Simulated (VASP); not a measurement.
Write the native input for VASP 6.6.1 that does the following.

```yaml
Task: single point
Functional: LDA
Potentials_or_basis: VASP PAW LDA potentials, release 64 (Zn)
Cutoff: 500 eV
k_mesh: 6 × 6 × 4
Occupations: gaussian, width 0.1 eV
Spin: no spin polarisation
Dipole_correction: no
Further_INCAR_settings: ALGO = Normal; EDIFF = 1e-06; NBANDS = 19
```

The structure of Zn lies in POSCAR:

```
Zn
1.0
    2.6143598000      0.0000000000      0.0000000000
   -1.3071799000      2.2641020000      0.0000000000
    0.0000000000      0.0000000000      4.8731610200
Zn
2
Direct
    0.3333333300      0.6666666700      0.2500000000
    0.6666666700      0.3333333300      0.7500000000
```

These files were run (other wordings do the same):

INCAR

```
SYSTEM = Zn
  ALGO = Normal
  EDIFF = 1E-6
  ENCUT = 500
  GGA = CA
  GGA_COMPAT = .False.
  ISIF = 2
  ISMEAR = 0
  LASPH = .True.
  LCHARG = .False.
  LREAL = .False.
  LWAVE = .False.
  NBANDS = 19
  NELM = 120
  PREC = Accurate
  SIGMA = 0.1
```

KPOINTS

```
k-points
0
Gamma
  6 6 4
  0 0 0
```

Potentials or basis: VASP PAW LDA potentials, release 64 (Zn).

Command:

```console
$ cat potpaw_LDA.64/Zn/POTCAR > POTCAR
$ mpirun -np 1 vasp_std > vasp.out
```

It gave:

```yaml
Pressure: -3.3 GPa
Band_gap_on_the_k_mesh: zero (band 12 reaches 4.23 eV, above the bottom of band 13 at 0.18 eV)
```

Caveat: the k points lie up to 0.46 Å⁻¹ apart.

Run time: 16 s on 1 thread of Intel Xeon 8259CL (shared host), peak memory 0.13 GiB.
